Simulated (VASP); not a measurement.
Wanted: the native input for a VASP 6.6.1 run.

* Task: single point
* Functional: PBE
* Potentials or basis: VASP PAW PBE potentials, release 64 (Mg, Se)
* Cutoff: 600 eV
* k mesh: 8 × 8 × 8
* Occupations: gaussian, width 0.02 eV
* Spin: no spin polarisation
* Dipole correction: no
* Further INCAR settings: ALGO = Normal; EDIFF = 1e-06; NBANDS = 11

The structure of MgSe lies in POSCAR:

```
MgSe
1.0
    0.0000000000      2.7544736810      2.7544736810
    2.7544736810      0.0000000000      2.7544736810
    2.7544736810      2.7544736810      0.0000000000
Mg Se
1 1
Direct
    0.0000000000      0.0000000000      0.0000000000
    0.5000000000      0.5000000000      0.5000000000
```

The input as run:

INCAR

```
SYSTEM = MgSe
PREC = Accurate ; ENCUT = 600
EDIFF = 1E-6 ; ISMEAR = 0
SIGMA = 0.02 ; LREAL = .False.
LASPH = .True. ; NELM = 120
ALGO = Normal ; ISIF = 2
LWAVE = .False. ; LCHARG = .True.
GGA = PE ; LELF = .True.
LVHAR = .True. ; NBANDS = 11
GGA_COMPAT = .False.
```

KPOINTS

```
regular mesh
0
Gamma
  8 8 8
  0 0 0
```

Potentials or basis: VASP PAW PBE potentials, release 64 (Mg, Se).

The run is started by

```sh
$ cat potpaw_PBE.64/Mg/POTCAR potpaw_PBE.64/Se/POTCAR > POTCAR
$ mpirun -np 1 vasp_std > vasp.out
```

It gave:

| Quantity | Value |
| --- | --- |
| Pressure | -0.1 GPa |
| Band gap on the k mesh | 1.75 eV, indirect (least direct gap 2.39 eV) |

It took 27 s on 1 thread of Intel Xeon 8259CL (shared host), peak memory 0.18 GiB.
